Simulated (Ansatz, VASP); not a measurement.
Si: VASP beside Ansatz

```
Si
1.0
     0.00000    5.43000    5.43000
     5.43000    0.00000    5.43000
     5.43000    5.43000    0.00000
Si
17
Direct
  0.00004 0.99997 0.00002
  0.12475 0.12448 0.12469
  0.00319 0.00278 0.49711
  0.12480 0.12461 0.62612
  0.00320 0.49689 0.00311
  0.12479 0.62608 0.12474
  0.00326 0.49704 0.49715
  0.13132 0.62287 0.62314
  0.49717 0.00279 0.00311
  0.62613 0.12462 0.12475
  0.49717 0.00301 0.49713
  0.62326 0.13068 0.62320
  0.49720 0.49704 0.00319
  0.62322 0.62289 0.13119
  0.50046 0.49987 0.50035
  0.62339 0.62319 0.62334
  0.75047 0.74987 0.75035
```

Alike in both runs: functional r2SCAN; k mesh 2 × 2 × 2; occupations fermi-dirac, width 0.02 eV; no spin polarisation.

Ansatz relaxed the structure, and its values are those at the end. VASP's run is a single point on that final structure, the one shown.

|  | VASP | Ansatz |
| --- | --- | --- |
| version | VASP 6.6.1 | Ansatz 0.2.0 |
| potentials or method | VASP PAW PBE potentials, release 64 (Si), cutoff 520 eV | scalar-relativistic, plane waves, PAW |
| valence electrons in the cell | 68 | 68 |

Ansatz gave:

- rms of the force components (eV/Å): 0.010

**Question.** What did VASP give for the same quantities?

**Answer.** rms of the force components (eV/Å): 0.009.

VASP's potentials were made for PBE, not for r2SCAN.

The k mesh is coarse, so the values compare programs but aren't converged.
